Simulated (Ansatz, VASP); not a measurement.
## Two plane-wave programs on Ba

```
Ba
1.0
     0.00000    3.23267    3.23267
     3.23267    0.00000    3.23267
     3.23267    3.23267    0.00000
Ba
1
Direct
  0.00000 0.00000 0.00000
```

Alike in both runs: functional r2SCAN; k mesh 14 × 14 × 14; occupations fermi-dirac, width 0.08 eV; no spin polarisation.

Ansatz relaxed the structure, and its values are those at the end. VASP's run is a single point on that final structure, the one shown.

```csv
,VASP,Ansatz
version,VASP 6.6.1,Ansatz 0.2.0
potentials or method,"VASP PAW PBE potentials, release 64 (Ba_sv)","PAW with Ansatz's default frozen-core files, scalar-relativistic"
plane-wave cutoff (eV),520,500
valence electrons in the cell,10,10
```

```tsv
	VASP	Ansatz	Ansatz less VASP
pressure (GPa)	0.0	0.0	-0.04
```

VASP's potentials were made for PBE, not for r2SCAN.

Spin-orbit coupling is off throughout.
